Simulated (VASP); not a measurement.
A run of VASP 6.6.1 is set up as follows.

POSCAR

```
TiAl
1.0
    2.8744082631      0.0000000000      0.0000000000
   -1.4372041315      2.4893105767      0.0000000000
    0.0000000000      0.0000000000      4.6196159197
Ti Al
1 1
Direct
    0.0000000000      0.0000000000      0.0000000000
    0.3333333333      0.6666666667      0.5000000000
```

The input INCAR.step1:

```
  PREC = Accurate
  ENCUT = 520
  ISMEAR = -1
  SIGMA = 0.05
  LREAL = F
  LASPH = T
  NELM = 80
  NBANDS = 14
  GGA = PE
  ALGO = Normal
  EDIFF = 1E-4
  LWAVE = T
  LCHARG = F
```

File INCAR.step2:

```
  PREC = Accurate
  ENCUT = 520
  EDIFF = 1E-6
  ISMEAR = -1
  SIGMA = 0.05
  LREAL = F
  LASPH = T
  NELM = 80
  ALGO = Normal
  ISIF = 2
  LWAVE = F
  LCHARG = F
  METAGGA = R2SCAN
  LMIXTAU = T
  NBANDS = 14
  ISTART = 1
```

Contents of KPOINTS:

```
regular mesh
0
Gamma
  11 11 6
```

Potentials or basis: VASP PAW PBE potentials, release 64 (Ti_sv, Al).

The run is started by

```sh
$ cat potpaw_PBE.64/Ti_sv/POTCAR potpaw_PBE.64/Al/POTCAR > POTCAR
$ cp INCAR.step1 INCAR
$ mpirun -np 1 vasp_std > vasp.out
$ cp INCAR.step2 INCAR
$ mpirun -np 1 vasp_std > vasp.out
```

Task: Predict the pressure.

Result: 0.1 GPa.

Task: Estimate the band gap on the k mesh.

Result: Zero (an odd number of electrons rules out a gap without spin polarisation).

Caveat: the PAW data sets were made with another functional, which shifts forces and pressure a little.
